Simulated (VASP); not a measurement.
# Nb (Im-3m) in VASP: a series of runs

Nb is run at these levels: PBE; tasks: single point.

Program: VASP 6.6.1. These are calculated values, not measurements. Logs are shortened: lines on timing, memory, paths and dates and some standing lists are left out, and cuts for length are marked.

## (1) The cell of the first run

Symmetry: Im-3m, No. 229, cubic system. The conventional cell has a = 3.172 Å, b = 3.172 Å, c = 3.172 Å, α = 90.00°, β = 90.00°, γ = 90.00°. Within 3.6 Å of Nb (site symmetry m-3m) lie 14 Nb at 2.75 to 3.17 Å.

## (2) Single point, PBE (volume scaled by 0.88)

The input, INCAR:

```
SYSTEM = Nb
PREC = Accurate ; ENCUT = 520
EDIFF = 1E-7 ; ISMEAR = -1
SIGMA = 0.1 ; LREAL = .False.
LASPH = .True. ; NELM = 60
ALGO = Normal ; ISIF = 2
LWAVE = .False. ; LCHARG = .False.
GGA = PE ; NBANDS = 12
```

The input, KPOINTS:

```
regular mesh
0
Gamma
  22 22 22
  0 0 0
```

The input, POSCAR:

```
Nb
1.0
   -1.5857642094      1.5857642094      1.5857642094
    1.5857642094     -1.5857642094      1.5857642094
    1.5857642094      1.5857642094     -1.5857642094
Nb
1
Direct
    0.0000000000      0.0000000000      0.0000000000
```

Potentials or basis: VASP PAW PBE potentials, release 64 (Nb_sv).

Started as:

```bash
> cat potpaw_PBE.64/Nb_sv/POTCAR > POTCAR
> mpirun -np 1 vasp_std > vasp.out
```

OUTCAR:

```text
SYSTEM = Nb
   PREC = Accurate
   ENCUT = 520
   EDIFF = 1E-7
   ISMEAR = -1
   LREAL = .False.
   LASPH = .True.
   NELM = 60
   ISIF = 2
   GGA = PE

 ion  position               nearest neighbor table
   1  0.000  0.000  0.000-

  LATTYP: Found a body centered cubic cell.
 ALAT       =     3.1715284188

  Lattice vectors:

 A1 = (  -1.5857642094,   1.5857642094,   1.5857642094)
 A2 = (   1.5857642094,  -1.5857642094,   1.5857642094)
 A3 = (   1.5857642094,   1.5857642094,  -1.5857642094)

Analysis of symmetry for initial positions (statically):
=====================================================================
 Subroutine PRICEL returns:
 Original cell was already a primitive cell.

 Routine SETGRP: Setting up the symmetry group for a
 body centered cubic supercell.

 Subroutine GETGRP returns: Found 48 space group operations
 (whereof 48 operations were pure point group operations)
 out of a pool of 48 trial point group operations.

The static configuration has the point symmetry O_h .

Analysis of symmetry for dynamics (positions and initial velocities):
=====================================================================
 Subroutine PRICEL returns:
 Original cell was already a primitive cell.

 Routine SETGRP: Setting up the symmetry group for a
 body centered cubic supercell.

 Subroutine GETGRP returns: Found 48 space group operations
 (whereof 48 operations were pure point group operations)
 out of a pool of 48 trial point group operations.

The dynamic configuration has the point symmetry O_h .

 Subroutine INISYM returns: Found 48 space group operations
 (whereof 48 operations are pure point group operations),
 and found     1 'primitive' translations

----------------------------------------------------------------------------------------

                                     Primitive cell

  volume of cell :      15.9506

  direct lattice vectors                    reciprocal lattice vectors
    -1.585764209  1.585764209  1.585764209     0.000000000  0.315305388  0.315305388
     1.585764209 -1.585764209  1.585764209     0.315305388  0.000000000  0.315305388
     1.585764209  1.585764209 -1.585764209     0.315305388  0.315305388  0.000000000

  length of vectors
     2.746624180  2.746624180  2.746624180     0.445909157  0.445909157  0.445909157

  position of ions in fractional coordinates (direct lattice)
     0.000000000  0.000000000  0.000000000

  ion indices of the primitive-cell ions
   primitive index   ion index
                 1           1

----------------------------------------------------------------------------------------

 KPOINTS: regular mesh

Automatic generation of k-mesh.
 Grid dimensions read from file:
 generate k-points for:   22   22   22

 Generating k-lattice:

  Cartesian coordinates                     Fractional coordinates (reciprocal lattice)
     0.000000000  0.014332063  0.014332063     0.045454545  0.000000000  0.000000000
     0.014332063  0.000000000  0.014332063     0.000000000  0.045454545  0.000000000
     0.014332063  0.014332063  0.000000000     0.000000000  0.000000000  0.045454545

  Length of vectors
     0.020268598  0.020268598  0.020268598

  Shift w.r.t. Gamma in fractional coordinates (k-lattice)
     0.000000000  0.000000000  0.000000000

 Subroutine IBZKPT returns following result:
 ===========================================

 Found    328 irreducible k-points:

 Following reciprocal coordinates:
            Coordinates               Weight
  0.000000  0.000000  0.000000      1.000000
  0.045455  0.000000  0.000000     12.000000
  0.090909  0.000000  0.000000     12.000000
  0.136364  0.000000  0.000000     12.000000
  0.181818  0.000000  0.000000     12.000000
  0.227273  0.000000  0.000000     12.000000
[... 16 lines left out ...]
  0.090909  0.090909  0.000000     24.000000
  0.136364  0.090909  0.000000     48.000000
 [... further k-points ...]
   k-points           NKPTS =    328   k-points in BZ     NKDIM =    328   number of bands    NBANDS=     12
   number of dos      NEDOS =    301   number of ions     NIONS =      1
   total plane-waves  NPLWV =   8000
   dimension x,y,z NGX =    20 NGY =   20 NGZ =   20
   dimension x,y,z NGXF=    40 NGYF=   40 NGZF=   40
   ions per type =               1
   NGX,Y,Z   is equivalent  to a cutoff of  12.11, 12.11, 12.11 a.u.
   NGXF,Y,Z  is equivalent  to a cutoff of  24.21, 24.21, 24.21 a.u.
 SYSTEM =  Nb
   PREC   = accura    normal or accurate (medium, high low for compatibility)
   ISTART =      0    job   : 0-new  1-cont  2-samecut
   ICHARG =      2    charge: 1-file 2-atom 10-const
   ISPIN  =      1    spin polarized calculation?
   LNONCOLLINEAR =      F non collinear calculations
   LSORBIT =      F    spin-orbit coupling
   LASPH  =      T    aspherical Exc in radial PAW
   ENCUT  =  520.0 eV  38.22 Ry    6.18 a.u.   5.11  5.11  5.11*2*pi/ulx,y,z
   NELM   =     60;   NELMIN=  2; NELMDL= -5     # of ELM steps
[... 62 lines left out ...]
      7      13.2786      0.11265
      8      13.2786      0.11265
      9      16.6094      0.00000
     10      16.6094      0.00000
     11      27.4998      0.00000
     12      27.4998      0.00000

 k-point     2 :       0.0455    0.0000    0.0000
  band No.  band energies     occupation
      1     -41.2818      2.00000
      2     -16.3104      2.00000
      3     -16.2794      2.00000
      4     -16.2669      2.00000
      5       6.9462      2.00000
      6      13.2141      0.20416
      7      13.2644      0.12865
      8      13.3745      0.04471
      9      16.5007      0.00000
     10      16.6077      0.00000
     11      27.5890      0.00000
     12      27.6712      0.00000

 k-point     3 :       0.0909    0.0000    0.0000
  band No.  band energies     occupation
      1     -41.2591      2.00000
      2     -16.4374      2.00000
      3     -16.3169      2.00000
      4     -16.2684      2.00000
      5       7.2349      2.00000
      6      13.0321      0.82470
      7      13.2093      0.21310
      8      13.6600      0.00263
      9      16.2451      0.00000
     10      16.6070      0.00000
     11      27.8313      0.00000
     12      28.1718      0.00000

 k-point     4 :       0.1364    0.0000    0.0000
  band No.  band energies     occupation
      1     -41.2232      2.00000
      2     -16.6341      2.00000
      3     -16.3757      2.00000
      4     -16.2707      2.00000
      5       7.6771      2.00000
      6      12.7615      1.82620
      7      13.0892      0.56774
      8      14.1274      0.00002
      9      15.9980      0.00000
     10      16.6179      0.00000
     11      28.1402      0.00000
     12      28.9716      0.00000

 k-point     5 :       0.1818    0.0000    0.0000
  band No.  band energies     occupation
      1     -41.1766      2.00000
      2     -16.8807      2.00000
      3     -16.4503      2.00000
      4     -16.2737      2.00000
      5       8.2051      2.00000
      6      12.4387      1.99248
      7      12.9214      1.35946
      8      14.7643      0.00000
      9      15.8883      0.00000
     10      16.6541      0.00000
     11      28.3445      0.00000
     12      30.0295      0.00000
[... 228 lines left out ...]
      1     -40.9091      2.00000
      2     -18.1368      2.00000
      3     -16.8580      2.00000
      4     -16.3081      2.00000
      5       8.8665      2.00000
      6      11.0135      2.00000
      7      15.1185      0.00000
      8      16.7333      0.00000
      9      17.5445      0.00000
     10      19.9484      0.00000
     11      25.4354      0.00000
     12      27.3770      0.00000

 k-point    22 :       0.4545    0.0455    0.0000
  band No.  band energies     occupation
      1     -40.8927      2.00000
      2     -18.2073      2.00000
      3     -16.8820      2.00000
      4     -16.3092      2.00000
      5       8.7884      2.00000
      6      10.9408      2.00000
      7      15.5886      0.00000
      8      16.7052      0.00000
      9      17.6801      0.00000
     10      20.4502      0.00000
     11      25.1528      0.00000
     12      26.9824      0.00000

 k-point    23 :       0.0909    0.0909    0.0000
  band No.  band energies     occupation
      1     -41.2026      2.00000
      2     -16.7413      2.00000
      3     -16.3748      2.00000
      4     -16.3092      2.00000
      5       7.9323      2.00000
      6      12.7232      1.87813
      7      12.8408      1.65229
      8      14.4832      0.00000
      9      15.7806      0.00000
     10      16.7499      0.00000
     11      28.3856      0.00000
     12      29.3493      0.00000

 k-point    24 :       0.1364    0.0909    0.0000
  band No.  band energies     occupation
      1     -41.1578      2.00000
      2     -16.9656      2.00000
      3     -16.4462      2.00000
      4     -16.3231      2.00000
      5       8.4495      2.00000
      6      12.4378      1.99255
      7      12.6234      1.95326
      8      15.1631      0.00000
      9      15.6359      0.00000
     10      16.8769      0.00000
     11      28.7455      0.00000
     12      29.8511      0.00000

 [... further k-points ...]

------------------------ aborting loop because EDIFF is reached ----------------------------------------

  FORCE on cell =-STRESS in cart. coord.  units (eV):
  Direction    XX          YY          ZZ          XY          YZ          ZX
  --------------------------------------------------------------------------------------
  -------------------------------------------------------------------------------------
  Total        2.7196176      2.7196176      2.7196176     -0.0000000     -0.0000000     -0.0000000
  in kB      273.1760404    273.1760404    273.1760404     -0.0000000     -0.0000000     -0.0000000
  external PRESSURE =     273.1760404 kB  Pullay stress =       0.0000000 kB

 VOLUME and BASIS-vectors are now :
 -----------------------------------------------------------------------------
  energy-cutoff  :      520.00
  volume of cell :       15.95
      direct lattice vectors                 reciprocal lattice vectors
    -1.585764209  1.585764209  1.585764209     0.000000000  0.315305388  0.315305388
     1.585764209 -1.585764209  1.585764209     0.315305388  0.000000000  0.315305388
     1.585764209  1.585764209 -1.585764209     0.315305388  0.315305388  0.000000000

 POSITION                                       TOTAL-FORCE (eV/Angst)
 -----------------------------------------------------------------------------------
      0.00000      0.00000      0.00000        -0.000000      0.000000      0.000000
 -----------------------------------------------------------------------------------
    total drift:                                0.000000     -0.000000      0.000000

  FREE ENERGIE OF THE ION-ELECTRON SYSTEM (eV)
  ---------------------------------------------------
  free  energy   TOTEN  =       -10.0714214784 eV

  energy  without entropy=      -10.0286547665  energy(sigma->0) =      -10.05003812
```

It took 76 s on 1 thread of Intel Xeon 6975P-C, shared host; peak memory 0.17 GiB.

What came out:

* Free energy: -10.0714 eV
* Pressure: 27.3 GPa

Levels at points of the mesh, in eV from the Fermi level:
```tsv
k point	band 3	band 4	band 5	band 6	band 7	band 8	band 9	band 10
(0.00, 0.00, 0.00)	-29.26	-29.26	-6.15	0.28	0.28	0.28	3.61	3.61
(0.50, 0.00, 0.00)	-29.87	-29.29	-4.29	-2.09	2.95	3.74	4.52	7.40
(0.50, 0.50, 0.50)	-30.58	-30.58	-4.52	-4.52	6.45	6.45	6.45	10.16
```

Caveat: the cell differs from its parent crystal (volume scaled by 0.88).

## (3) Single point, PBE (volume scaled by 0.92)

The input, INCAR:

```
SYSTEM = Nb
PREC = Accurate ; ENCUT = 520
EDIFF = 1E-7 ; ISMEAR = -1
SIGMA = 0.1 ; LREAL = .FALSE.
LASPH = .TRUE. ; NELM = 100
ALGO = Normal ; ISIF = 2
LWAVE = .FALSE. ; LCHARG = .FALSE.
GGA = PE ; NBANDS = 12
```

The input, KPOINTS:

```
regular mesh
0
G
  22 22 22
  0 0 0
```

The input, POSCAR:

```
Nb
1.0
   -1.6094358218      1.6094358218      1.6094358218
    1.6094358218     -1.6094358218      1.6094358218
    1.6094358218      1.6094358218     -1.6094358218
Nb
1
Direct
    0.0000000000      0.0000000000      0.0000000000
```

Potentials or basis: VASP PAW PBE potentials, release 64 (Nb_sv).

Started as:

```bash
> cat potpaw_PBE.64/Nb_sv/POTCAR > POTCAR
> mpirun -np 1 vasp_std > vasp.out
```

Run time: 97 s. Hardware: 1 thread of Intel Xeon 6975P-C, shared host; peak memory 0.19 GiB.

Results (log left out):

| Item | Value |
| --- | --- |
| Free energy | -10.1704 eV |
| Pressure | 16.5 GPa |

Levels at points of the mesh, in eV from the Fermi level:
| k point | band 3 | band 4 | band 5 | band 6 | band 7 | band 8 | band 9 | band 10 |
| --- | --- | --- | --- | --- | --- | --- | --- | --- |
| (0.00, 0.00, 0.00) | -29.41 | -29.41 | -6.09 | 0.32 | 0.32 | 0.32 | 3.49 | 3.49 |
| (0.50, 0.00, 0.00) | -29.95 | -29.43 | -4.07 | -1.92 | 2.68 | 3.58 | 4.33 | 7.01 |
| (0.50, 0.50, 0.50) | -30.57 | -30.57 | -4.21 | -4.21 | 6.13 | 6.13 | 6.13 | 9.75 |

Caveat: the cell differs from its parent crystal (volume scaled by 0.92).

## (4) Single point, PBE (volume scaled by 0.96)

The input, INCAR:

```
PREC = Accurate
ENCUT = 520
EDIFF = 1E-7
ISMEAR = -1
SIGMA = 0.1
LREAL = False
LASPH = True
NELM = 100
ALGO = Normal
ISIF = 2
LWAVE = False
LCHARG = False
GGA = PE
NBANDS = 12
```

The input, KPOINTS:

```
Automatic mesh
0
Gamma
  22 22 22
```

The input, POSCAR:

```
Nb
1.0
   -1.6324308689      1.6324308689      1.6324308689
    1.6324308689     -1.6324308689      1.6324308689
    1.6324308689      1.6324308689     -1.6324308689
Nb
1
Direct
    0.0000000000      0.0000000000      0.0000000000
```

Started as:

```bash
> cat potpaw_PBE.64/Nb_sv/POTCAR > POTCAR
> mpirun -np 1 vasp_std > vasp.out
```

Wall time 97 s (1 thread of Intel Xeon 6975P-C, shared host); peak memory 0.19 GiB.

Results (log left out):

* Free energy: -10.2246 eV
* Pressure: 7.5 GPa

Levels at points of the mesh, in eV from the Fermi level:
| k point | band 2 | band 3 | band 4 | band 5 | band 6 | band 7 | band 8 | band 9 | band 10 | band 11 |
| --- | --- | --- | --- | --- | --- | --- | --- | --- | --- | --- |
| (0.00, 0.00, 0.00) | -29.56 | -29.56 | -29.56 | -6.02 | 0.34 | 0.34 | 0.34 | 3.37 | 3.37 | 14.30 |
| (0.50, 0.00, 0.00) | -31.07 | -30.03 | -29.57 | -3.88 | -1.78 | 2.45 | 3.42 | 4.13 | 6.65 | 11.72 |
| (0.50, 0.50, 0.50) | -30.58 | -30.58 | -30.58 | -3.94 | -3.94 | 5.83 | 5.83 | 5.83 | 9.36 | 9.36 |

Caveat: the cell differs from its parent crystal (volume scaled by 0.96).

## (5) Single point, PBE

This run uses another cell than the first one, of 18.13 Å³/atom, 1.136 times its volume.

The input, INCAR:

```
ALGO = Normal ; EDIFF = 1E-7
ENCUT = 520 ; GGA = PE
ISIF = 2 ; ISMEAR = -1
LASPH = True ; LCHARG = False
LREAL = False ; LWAVE = False
NBANDS = 12 ; NELM = 80
PREC = Accurate ; SIGMA = 0.1
```

The input, KPOINTS:

```
k-points
0
Gamma
  22 22 22
```

The input, POSCAR:

```
Nb
1.0
   -1.6547957147      1.6547957147      1.6547957147
    1.6547957147     -1.6547957147      1.6547957147
    1.6547957147      1.6547957147     -1.6547957147
Nb
1
Direct
    0.0000000000      0.0000000000      0.0000000000
```

Started as:

```bash
> cat potpaw_PBE.64/Nb_sv/POTCAR > POTCAR
> mpirun -np 1 vasp_std > vasp.out
```

Wall time 89 s (1 thread of Intel Xeon 6975P-C, shared host); peak memory 0.19 GiB.

It converged, with:

```yaml
Free_energy: -10.2415 eV
Pressure: 0.0 GPa
```

Levels at points of the mesh, in eV from the Fermi level:
```
           k point  band 3  band 4  band 5  band 6  band 7  band 8  band 9  band 10  band 11  band 12
(0.00, 0.00, 0.00)  -29.70  -29.70   -5.95    0.36    0.36    0.36    3.25     3.25    14.19    14.19
(0.50, 0.00, 0.00)  -30.12  -29.71   -3.71   -1.65    2.24    3.27    3.95     6.31    11.59    11.93
(0.50, 0.50, 0.50)  -30.61  -30.61   -3.70   -3.70    5.55    5.55    5.55     9.01     9.01     9.01
```

## (6) Single point, PBE (volume scaled by 1.04)

The input, INCAR:

```
PREC     = Accurate       # precision mode
ENCUT    = 520            # plane-wave cutoff, eV
EDIFF    = 1E-7           # SCF threshold, eV
ISMEAR   = -1             # smearing method
SIGMA    = 0.1            # smearing width, eV
LREAL    = False          # projectors in reciprocal space
LASPH    = True           # aspherical terms in the spheres
NELM     = 100            # most SCF steps
ALGO     = Normal         # electronic algorithm
ISIF     = 2              # what is computed and relaxed
LWAVE    = False          # write WAVECAR
LCHARG   = False          # write CHGCAR
GGA      = PE             # functional
NBANDS   = 12             # bands
```

The input, KPOINTS:

```
regular mesh
0
Gamma
  22 22 22
```

The input, POSCAR:

```
Nb
1.0
   -1.6765718397      1.6765718397      1.6765718397
    1.6765718397     -1.6765718397      1.6765718397
    1.6765718397      1.6765718397     -1.6765718397
Nb
1
Direct
    0.0000000000      0.0000000000      0.0000000000
```

Potentials or basis: VASP PAW PBE potentials, release 64 (Nb_sv).

Started as:

```bash
> cat potpaw_PBE.64/Nb_sv/POTCAR > POTCAR
> mpirun -np 1 vasp_std > vasp.out
```

Wall time 93 s (1 thread of Intel Xeon 6975P-C, shared host); peak memory 0.2 GiB.

The run converged. Its results:

- Free energy: -10.2274 eV
- Pressure: -6.2 GPa

Levels at points of the mesh, in eV from the Fermi level:
| k point | band 4 | band 5 | band 6 | band 7 | band 8 | band 9 | band 10 | band 11 |
| --- | --- | --- | --- | --- | --- | --- | --- | --- |
| (0.00, 0.00, 0.00) | -29.83 | -5.87 | 0.36 | 0.36 | 0.36 | 3.12 | 3.12 | 14.08 |
| (0.50, 0.00, 0.00) | -29.84 | -3.55 | -1.54 | 2.06 | 3.13 | 3.77 | 6.00 | 11.34 |
| (0.50, 0.50, 0.50) | -30.64 | -3.48 | -3.48 | 5.28 | 5.28 | 5.28 | 8.68 | 8.68 |

Caveat: the cell differs from its parent crystal (volume scaled by 1.04).

## (7) Summary

| cell | gap on the mesh (eV) | pressure (GPa) |
| --- | --- | --- |
| a = 2.747 Å, angles 109.5°, 1 atom | none | 27.3 |
| a = 2.788 Å, angles 109.5°, 1 atom | none | 16.5 |
| a = 2.827 Å, angles 109.5°, 1 atom | none | 7.5 |
| a = 2.866 Å, angles 109.5°, 1 atom | none | 0.0 |
| a = 2.904 Å, angles 109.5°, 1 atom | none | -6.2 |

Alike in all rows: task single point; level PBE; potentials or basis VASP PAW PBE potentials, release 64 (Nb_sv); no spin polarisation; k mesh 22 × 22 × 22; cutoff (eV) 520; smearing fermi-dirac 0.1 eV.

Absolute energies hang on the potentials; compare differences alone.
